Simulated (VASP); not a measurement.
# Li3V (Fm-3m) in VASP: single point with PBE

Aim: the single point of Li3V with PBE.

All numbers are computed with VASP 6.6.1; they aren't measurements. Logs are shortened: lines on timing, memory, paths and dates and some standing lists are left out, and cuts for length are marked.

### Step 1. The cell of the first run

It takes space group Fm-3m (No. 225, cubic). Conventional cell: a = 6.638 Å, b = 6.638 Å, c = 6.638 Å, α = 90.00°, β = 90.00°, γ = 90.00°. Li (site symmetry m-3m) has 8 Li at 2.87 Å and 6 V at 3.32 Å within 3.8 Å. Within 3.8 Å of Li (site symmetry -43m) lie 10 Li at 2.87 to 3.32 Å and 4 V at 2.87 Å. V (site symmetry m-3m) has 14 Li at 2.87 to 3.32 Å within 3.8 Å.

The cell was generated, and may not be a known phase.

### Step 2. Single point, PBE, collinear spin, ferromagnetic start

INCAR

```
  ALGO = Normal
  EDIFF = 1E-6
  ENCUT = 750
  GGA = PE
  GGA_COMPAT = False
  ISIF = 2
  ISMEAR = 0
  ISPIN = 2
  LASPH = True
  LCHARG = True
  LELF = True
  LMAXMIX = 4
  LORBIT = 11
  LREAL = False
  LVHAR = True
  LWAVE = False
  MAGMOM = 0 0 0 3.33
  NBANDS = 23
  NELM = 200
  PREC = Accurate
  SIGMA = 0.1
```

KPOINTS

```
k-points
0
Gamma
  12 12 12
```

POSCAR

```
Li3V
1.0
    0.0000000000      3.3188692365      3.3188692365
    3.3188692365      0.0000000000      3.3188692365
    3.3188692365      3.3188692365      0.0000000000
Li V
3 1
Direct
    0.5000000000      0.5000000000      0.5000000000
    0.2500000000      0.2500000000      0.2500000000
    0.7500000000      0.7500000000      0.7500000000
    0.0000000000      0.0000000000      0.0000000000
```

Potentials or basis: VASP PAW PBE potentials, release 64 (Li_sv, V_sv).

Launch:

```sh
cat potpaw_PBE.64/Li_sv/POTCAR potpaw_PBE.64/V_sv/POTCAR > POTCAR
mpirun -np 1 vasp_std > vasp.out
```

OUTCAR:

```text
EDIFF = 1E-6
   ENCUT = 750
   GGA = PE
   ISIF = 2
   ISMEAR = 0
   ISPIN = 2
   LASPH = True
   LORBIT = 11
   LREAL = False
   NELM = 200
   PREC = Accurate

 ion  position               nearest neighbor table
   1  0.500  0.500  0.500-
   2  0.250  0.250  0.250-
   3  0.750  0.750  0.750-
   4  0.000  0.000  0.000-

  LATTYP: Found a face centered cubic cell.
 ALAT       =     6.6377384730

  Lattice vectors:

 A1 = (   0.0000000000,   3.3188692365,   3.3188692365)
 A2 = (   3.3188692365,   0.0000000000,   3.3188692365)
 A3 = (   3.3188692365,   3.3188692365,   0.0000000000)

Analysis of symmetry for initial positions (statically):
=====================================================================
 Subroutine PRICEL returns:
 Original cell was already a primitive cell.

 Routine SETGRP: Setting up the symmetry group for a
 face centered cubic supercell.

 Subroutine GETGRP returns: Found 48 space group operations
 (whereof 48 operations were pure point group operations)
 out of a pool of 48 trial point group operations.

The static configuration has the point symmetry O_h .

Analysis of symmetry for dynamics (positions and initial velocities):
=====================================================================
 Subroutine PRICEL returns:
 Original cell was already a primitive cell.

 Routine SETGRP: Setting up the symmetry group for a
 face centered cubic supercell.

 Subroutine GETGRP returns: Found 48 space group operations
 (whereof 48 operations were pure point group operations)
 out of a pool of 48 trial point group operations.

The dynamic configuration has the point symmetry O_h .

Analysis of structural, dynamic, and magnetic symmetry:
=====================================================================
 Subroutine PRICEL returns:
 Original cell was already a primitive cell.

 Routine SETGRP: Setting up the symmetry group for a
 face centered cubic supercell.

 Subroutine GETGRP returns: Found 48 space group operations
 (whereof 48 operations were pure point group operations)
 out of a pool of 48 trial point group operations.

The overall configuration has the point symmetry O_h .

 Subroutine INISYM returns: Found 48 space group operations
 (whereof 48 operations are pure point group operations),
 and found     1 'primitive' translations

----------------------------------------------------------------------------------------

                                     Primitive cell

  volume of cell :      73.1140

  direct lattice vectors                    reciprocal lattice vectors
     0.000000000  3.318869236  3.318869236    -0.150653721  0.150653721  0.150653721
     3.318869236  0.000000000  3.318869236     0.150653721 -0.150653721  0.150653721
     3.318869236  3.318869236  0.000000000     0.150653721  0.150653721 -0.150653721

  length of vectors
     4.693589886  4.693589886  4.693589886     0.260939899  0.260939899  0.260939899

  position of ions in fractional coordinates (direct lattice)
     0.500000000  0.500000000  0.500000000
     0.250000000  0.250000000  0.250000000
     0.750000000  0.750000000  0.750000000
     0.000000000  0.000000000  0.000000000

  ion indices of the primitive-cell ions
   primitive index   ion index
                 1           1
                 2           2
                 3           3
                 4           4

----------------------------------------------------------------------------------------

 KPOINTS: k-points

Automatic generation of k-mesh.
 Grid dimensions read from file:
 generate k-points for:   12   12   12

 Generating k-lattice:

  Cartesian coordinates                     Fractional coordinates (reciprocal lattice)
    -0.012554477  0.012554477  0.012554477     0.083333333  0.000000000  0.000000000
     0.012554477 -0.012554477  0.012554477     0.000000000  0.083333333  0.000000000
     0.012554477  0.012554477 -0.012554477     0.000000000  0.000000000  0.083333333

  Length of vectors
     0.021744992  0.021744992  0.021744992

  Shift w.r.t. Gamma in fractional coordinates (k-lattice)
     0.000000000  0.000000000  0.000000000

 Subroutine IBZKPT returns following result:
 ===========================================

 Found     72 irreducible k-points:

 Following reciprocal coordinates:
            Coordinates               Weight
  0.000000  0.000000  0.000000      1.000000
  0.083333  0.000000  0.000000      8.000000
  0.166667  0.000000  0.000000      8.000000
  0.250000  0.000000  0.000000      8.000000
  0.333333  0.000000  0.000000      8.000000
  0.416667  0.000000  0.000000      8.000000
[... 16 lines left out ...]
  0.500000  0.166667  0.000000     24.000000
 -0.416667  0.166667  0.000000     24.000000
 [... further k-points ...]
   k-points           NKPTS =     72   k-points in BZ     NKDIM =     72   number of bands    NBANDS=     23
   number of dos      NEDOS =    301   number of ions     NIONS =      4
   total plane-waves  NPLWV =  74088
   dimension x,y,z NGX =    42 NGY =   42 NGZ =   42
   dimension x,y,z NGXF=    84 NGYF=   84 NGZF=   84
   ions per type =               3   1
   NGX,Y,Z   is equivalent  to a cutoff of  14.88, 14.88, 14.88 a.u.
   NGXF,Y,Z  is equivalent  to a cutoff of  29.75, 29.75, 29.75 a.u.
 SYSTEM =  unknown system
   PREC   = accura    normal or accurate (medium, high low for compatibility)
   ISTART =      0    job   : 0-new  1-cont  2-samecut
   ICHARG =      2    charge: 1-file 2-atom 10-const
   ISPIN  =      2    spin polarized calculation?
   LNONCOLLINEAR =      F non collinear calculations
   LSORBIT =      F    spin-orbit coupling
   LASPH  =      T    aspherical Exc in radial PAW
   ENCUT  =  750.0 eV  55.12 Ry    7.42 a.u.  10.48 10.48 10.48*2*pi/ulx,y,z
   NELM   =    200;   NELMIN=  2; NELMDL= -5     # of ELM steps
   EDIFF  = 0.1E-05   stopping-criterion for ELM
   LREAL  =      F    real-space projection
   EDIFFG = 0.1E-04   stopping-criterion for IOM
   NSW    =      0    number of steps for IOM
   IBRION =     -1    ionic relax: 0-MD 1-quasi-New 2-CG
   NFREE  =      0    steps in history (QN), initial steepest desc. (CG)
   ISIF   =      2    stress and relaxation
   ISYM   =      2    0-nonsym 1-usesym 2-fastsym
   POTIM  = 0.5000    time-step for ionic-motion
   TEBEG  =    0.0;   TEEND  =   0.0 temperature during run
   PSTRESS=    0.0 pullay stress
   NELECT =      22.0000    total number of electrons
   NUPDOWN=      -1.0000    fix difference up-down
   EMIN   =  10.00;   EMAX   =-10.00  energy-range for DOS
   EFERMI =   0.00;   METHOD = LEGACY
   ISMEAR =     0;   SIGMA  =   0.10  broadening in eV -4-tet -1-fermi 0-gaus
   EFERMI_NEDOS =   21; number of points for ismear=-14 and -15
   IALGO  =     38    algorithm
   IMIX   =      4    mixing-type and parameters
     AMIX     =   0.40;   BMIX     =  1.00
     AMIX_MAG =   1.60;   BMIX_MAG =  1.00
  volume/ion in A,a.u.               =      18.28       123.35
  Fermi-wavevector in a.u.,A,eV,Ry     =   1.097023  2.073072 16.374049  1.203459
  Thomas-Fermi vector in A             =   2.233375
   LORBIT       =     11    0 simple, 1 ext, 2 COOP (PROOUT), +10 PAW based schemes
   GGA     = PE    functional components
   LHFCALC =     F    Hartree Fock is set to
   AEXX    =    0.0000 exact exchange contribution
   IVDW    =     0    specifies the selected vdW correction
   LEPSILON=     F    determine dielectric tensor
   LRPA    =     F    only Hartree local field effects (RPA)
 spin polarized calculation
 Gauss-broadening in eV      SIGMA  =   0.10
  energy-cutoff  :      750.00
  volume of cell :       73.11
 maximum number of plane-waves:      3479
 NGX is ok and might be reduce to    42
   NGX = 21   NGY = 21   NGZ = 21

 number of electron      21.9999995 magnetization       4.1241581

 Free energy of the ion-electron system (eV)
  ---------------------------------------------------
  ext. energy  EPLUGINS =         0.00000000
  ---------------------------------------------------
  free energy    TOTEN  =       -12.50831369 eV

  energy without entropy =      -12.48185824  energy(sigma->0) =      -12.49508597

 E-fermi :   2.2282     XC(G=0):  -8.3148

 val. band max:        2.2248331271   @ k =  -0.4167   0.5000   0.0833
 cond. band min:       2.2359880232   @ k =   0.4167   0.4167   0.0000
 fundamental gap:      0.0111548961
 Fermi energy:         2.2281790890

 spin component 1

 k-point     1 :       0.0000    0.0000    0.0000
  band No.  band energies     occupation
      1     -62.3428      1.00000
      2     -43.6532      1.00000
      3     -43.5867      1.00000
      4     -43.5841      1.00000
      5     -36.2389      1.00000
      6     -36.2389      1.00000
[... 15 lines left out ...]
     22       8.3492      0.00000
     23      11.1306      0.00000
[... 575 lines left out ...]
      1     -62.3427      1.00000
      2     -43.6490      1.00000
      3     -43.5878      1.00000
      4     -43.5871      1.00000
      5     -36.2396      1.00000
      6     -36.2392      1.00000
[... 15 lines left out ...]
     22      11.0618      0.00000
     23      12.1944      0.00000

 [... further k-points ...]

 spin component 2

 k-point     1 :       0.0000    0.0000    0.0000
  band No.  band energies     occupation
      1     -59.4665      1.00000
      2     -43.6529      1.00000
      3     -43.5504      1.00000
      4     -43.5460      1.00000
      5     -33.3820      1.00000
      6     -33.3820      1.00000
[... 15 lines left out ...]
     22       9.1891      0.00000
     23      11.5716      0.00000
[... 575 lines left out ...]
      1     -59.4665      1.00000
      2     -43.6504      1.00000
      3     -43.5498      1.00000
      4     -43.5492      1.00000
      5     -33.3830      1.00000
      6     -33.3825      1.00000
[... 15 lines left out ...]
     22      11.9077      0.00000
     23      12.8618      0.00000

 [... further k-points ...]

------------------------ aborting loop because EDIFF is reached ----------------------------------------

  FORCE on cell =-STRESS in cart. coord.  units (eV):
  Direction    XX          YY          ZZ          XY          YZ          ZX
  --------------------------------------------------------------------------------------
  -------------------------------------------------------------------------------------
  Total       -0.0362753     -0.0362753     -0.0362753     -0.0000000     -0.0000000      0.0000000
  in kB       -0.7949149     -0.7949149     -0.7949149     -0.0000000     -0.0000000      0.0000000
  external PRESSURE =      -0.7949149 kB  Pullay stress =       0.0000000 kB

 VOLUME and BASIS-vectors are now :
 -----------------------------------------------------------------------------
  energy-cutoff  :      750.00
  volume of cell :       73.11
      direct lattice vectors                 reciprocal lattice vectors
     0.000000000  3.318869236  3.318869236    -0.150653721  0.150653721  0.150653721
     3.318869236  0.000000000  3.318869236     0.150653721 -0.150653721  0.150653721
     3.318869236  3.318869236  0.000000000     0.150653721  0.150653721 -0.150653721

 POSITION                                       TOTAL-FORCE (eV/Angst)
 -----------------------------------------------------------------------------------
      3.31887      3.31887      3.31887         0.000000     -0.000000     -0.000000
      1.65943      1.65943      1.65943        -0.000000      0.000000     -0.000000
      4.97830      4.97830      4.97830        -0.000000     -0.000000      0.000000
      0.00000      0.00000      0.00000         0.000000     -0.000000     -0.000000
 -----------------------------------------------------------------------------------
    total drift:                               -0.000000      0.000000      0.000000

  FREE ENERGIE OF THE ION-ELECTRON SYSTEM (eV)
  ---------------------------------------------------
  free  energy   TOTEN  =       -12.5083136922 eV

  energy  without entropy=      -12.4818582401  energy(sigma->0) =      -12.49508597

 total charge

# of ion       s       p       d       tot
------------------------------------------
    1        2.035   0.049   0.000   2.084
    2        2.040   0.057   0.000   2.097
    3        2.040   0.057   0.000   2.097
    4        2.249   6.041   3.054  11.344
--------------------------------------------------
tot          8.363   6.203   3.054  17.621

 magnetization (x)

# of ion       s       p       d       tot
------------------------------------------
    1       -0.005   0.010   0.000   0.005
    2        0.004   0.016   0.000   0.020
    3        0.004   0.016   0.000   0.020
    4        0.052   0.024   2.917   2.993
--------------------------------------------------
tot          0.055   0.067   2.917   3.039
```

Wall time 16 min (1 thread of Intel Xeon Platinum 8259CL at 2.50GHz (Skylake/Cascade Lake), shared host); peak memory 0.52 GiB.

What came out:

```
Free energy                                           : -12.5083 eV
Pressure                                              : -0.1 GPa
Net moment                                            : 4.12 μB per cell
Site moments                                          : Li +0.01, +0.02 (each value once); V +2.99 μB
Valence electrons inside the program's atomic spheres : Li 2.08, 2.10 (each value once); V 11.34
```

Levels at points of the mesh, in eV from the Fermi level:
Spin up:
| k point | band 9 | band 10 | band 11 | band 12 | band 13 | band 14 | band 15 | band 16 | band 17 | band 18 |
| --- | --- | --- | --- | --- | --- | --- | --- | --- | --- | --- |
| (0.00, 0.00, 0.00) | -0.84 | -0.84 | -0.84 | -0.18 | -0.18 | 3.75 | 3.75 | 3.75 | 5.15 | 5.15 |
| (0.50, 0.00, 0.00) | -2.00 | -0.82 | -0.82 | -0.08 | -0.07 | -0.07 | 2.74 | 2.74 | 4.24 | 4.24 |
| (0.50, 0.50, 0.00) | -1.33 | -0.88 | -0.09 | -0.09 | -0.06 | 0.02 | 0.12 | 0.12 | 4.08 | 5.26 |
Spin down:
```csv
k point,band 5,band 6,band 7,band 8,band 9,band 10,band 11,band 12,band 13,band 14
"(0.00, 0.00, 0.00)",-35.61,-35.61,-35.61,-3.83,1.18,1.18,1.18,2.20,2.20,4.30
"(0.50, 0.00, 0.00)",-35.61,-35.61,-35.61,-2.09,-1.46,0.97,0.97,2.43,2.48,2.48
"(0.50, 0.50, 0.00)",-35.61,-35.61,-35.61,-1.53,-0.73,0.72,0.72,1.13,1.98,2.53
```
